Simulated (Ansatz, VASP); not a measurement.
## PdPt2S6: VASP beside Ansatz

Contents of INCAR:

```
SYSTEM = PdPt2S6
  ALGO = Normal
  EDIFF = 1E-6
  ENCUT = 520
  GGA = PS
  ISIF = 2
  ISMEAR = 0
  LASPH = .True.
  LCHARG = .True.
  LELF = .True.
  LREAL = .False.
  LVHAR = .True.
  LWAVE = .False.
  NBANDS = 43
  NELM = 80
  PREC = Accurate
  SIGMA = 0.02
```

KPOINTS

```
k-points
0
Gamma
  6 6 4
  0 0 0
```

Contents of POSCAR:

```
PdPt2S6
1.0
    6.1846191769      0.0000000000      0.0000000000
   -3.0923095885      5.3560373200      0.0000000000
    0.0000000000      0.0000000000      6.3169112000
Pd Pt S
1 2 6
Direct
    0.0000000000      0.0000000000      0.0000000000
    0.6666666667      0.3333333333      0.0000000000
    0.3333333333      0.6666666667      0.0000000000
    0.0000000000      0.3337650000      0.1949000000
    0.6662350000      0.6662350000      0.1949000000
    0.3337650000      0.0000000000      0.1949000000
    0.3337650000      0.3337650000      0.8051000000
    0.0000000000      0.6662350000      0.8051000000
    0.6662350000      0.0000000000      0.8051000000
```

Input for Ansatz:

```yaml
crystal:
  lattice:
    - [6.1846191769, 0.0, 0.0]
    - [-3.0923095885, 5.35603732, 0.0]
    - [0.0, 0.0, 6.3169112]
  atoms:
    - { symbol: Pd, position: [0.0, 0.0, 0.0] }
    - { symbol: Pt, position: [0.6666666667, 0.3333333333, 0.0] }
    - { symbol: Pt, position: [0.3333333333, 0.6666666667, 0.0] }
    - { symbol: S, position: [0.0, 0.333765, 0.1949] }
    - { symbol: S, position: [0.666235, 0.666235, 0.1949] }
    - { symbol: S, position: [0.333765, 0.0, 0.1949] }
    - { symbol: S, position: [0.333765, 0.333765, 0.8051] }
    - { symbol: S, position: [0.0, 0.666235, 0.8051] }
    - { symbol: S, position: [0.666235, 0.0, 0.8051] }
basis:
  ecutwfc: 420
kpoints:
  mp_grid: { grid: [6, 6, 4] }
  band_path:
    path:
      - [[0.0, 0.0, 0.0], [0.5, 0.0, 0.0], [0.33333333, 0.33333333, 0.0], [0.0, 0.0, 0.0], [0.0, 0.0, 0.5], [0.5, 0.0, 0.5], [0.33333333, 0.33333333, 0.5], [0.0, 0.0, 0.5]]
      - [[0.5, 0.0, 0.5], [0.5, 0.0, 0.0]]
      - [[0.33333333, 0.33333333, 0.5], [0.33333333, 0.33333333, 0.0], [0.33333333, 0.33333333, -0.5]]
    npoints: 14
hamiltonian:
  xc: pbesol
scf:
  occupations: { method: gaussian, width: 0.02 }
  n_extra_bands: 22
output:
  forces: true
  stress: true
  eigenvalues: true
  populations: true
  dos: { projected: true, de: 0.02, nscf_kmesh: { grid: [9, 9, 6] } }
  bader: true
  write_density: true
  write_potential: true
  elf: true
  volumetric_format: npy
```

Alike in both runs: task single point; functional PBEsol; k mesh 6 × 6 × 4; occupations gaussian, width 0.02 eV; no spin polarisation.

```csv
,VASP,Ansatz
version,VASP 6.6.1,Ansatz 0.2.0
potentials or method,"VASP PAW PBE potentials, release 64 (Pd, Pt, S), cutoff 520 eV","scalar-relativistic, plane waves, PAW"
valence electrons in the cell,66,90
```

```tsv
	VASP	Ansatz	Ansatz less VASP
gap on the k mesh at the Fermi level (eV)	1.13	1.12	-0.003
least direct gap on the mesh (eV)	1.27	1.27	-0.004
pressure (GPa)	-3.8	-3.5	+0.23
traceless stress, the component that is largest in VASP (GPa)	0.95	0.88	-0.064
rms of the force components (eV/Å)	0.201	0.192	-0.0088
```

VASP's potentials were made for PBE, not for PBEsol. Atom by atom the forces differ by 0.009 eV/Å (rms over components). VASP's potentials hold 66 valence electrons a cell and Ansatz's 90, so a difference there can come from the potentials and not from the codes.

Neither program's run includes spin-orbit coupling.
